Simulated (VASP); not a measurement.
Runs of VASP 6.6.1 on Sn. The structure is that of space group I4_1/amd (No. 141), or close to it. The cells are those of the table. 

| task | level | cell | k mesh | cutoff (eV) | smearing | gap on the mesh (eV) | pressure (GPa) |
| --- | --- | --- | --- | --- | --- | --- | --- |
| single point | PBEsol | a = 4.426 Å, angles 97.5, 97.5, 137.8°, 2 atoms | 6 × 6 × 6 | 520 | gaussian 0.1 eV | none | (a) |
| single point | PBEsol | a = 4.425 Å, angles 97.3, 97.3, 138.3°, 2 atoms | 16 × 16 × 16 | 520 | fermi-dirac 0.15 eV | none | -0.1 |
| relaxation of cell and atoms | PBEsol | relaxed from a = 4.426 Å, angles 97.5, 97.5, 137.8°, 2 atoms | 16 × 16 × 16 | 600 | gaussian 0.1 eV | none | 0.0 |
| single point | PBEsol | a = 4.199 Å, angles 97.6, 97.6, 137.3°, 2 atoms | 8 × 8 × 8 | 520 | gaussian 0.1 eV | none | 11.0 |
| single point | PBEsol | a = 4.223 Å, angles 97.3, 97.3, 138.3°, 2 atoms | 16 × 16 × 16 | 520 | fermi-dirac 0.1 eV | none | 10.9 |
| relaxation of cell and atoms | PBEsol | relaxed to 10.9 GPa from a = 4.426 Å, angles 97.5, 97.5, 137.8°, 2 atoms | 8 × 8 × 8 | 600 | gaussian 0.1 eV | none | 10.9 |
| relaxation of cell and atoms | PBEsol | relaxed to 10.9 GPa from a = 4.199 Å, angles 97.6, 97.6, 137.3°, 2 atoms | 8 × 8 × 8 | 600 | gaussian 0.1 eV | none | 11.0 |
| single point | r2SCAN | a = 4.419 Å, angles 97.3, 97.3, 138.2°, 2 atoms | 16 × 16 × 16 | 520 | gaussian 0.1 eV | none | 1.5 |
| single point | PBEsol | a = 4.419, b = 4.419, c = 3.153 Å, angles 110.9, 110.9, 82.7°, 2 atoms | 8 × 8 × 12 | 520 | gaussian 0.1 eV | none | -0.1 |
| single point | PBEsol | a = 3.153, b = 4.419, c = 4.419 Å, angles 97.3, 69.1, 110.9°, 2 atoms | 12 × 9 × 9 | 520 | gaussian 0.1 eV | none | -0.1 |

Alike in all rows: potentials or basis VASP PAW PBE potentials, release 64 (Sn_d); no spin polarisation.

Q: Estimate the missing entries.

A: (a) -0.7.

Caveats: some runs use coarse meshes; the PAW data sets were made with another functional, which shifts forces and pressure a little; spin-orbit coupling is left out, which moves the levels of the heavy elements; the cell is relaxed towards a set pressure, so the enthalpy falls and the energy may rise (some runs); the relaxation stopped at its first step, so nothing moved (some runs).

A k mesh can miss the band edges, and the runs leave out spin-orbit coupling on Sn.

A gap of «none» marks levels without a gap at the run's occupations.
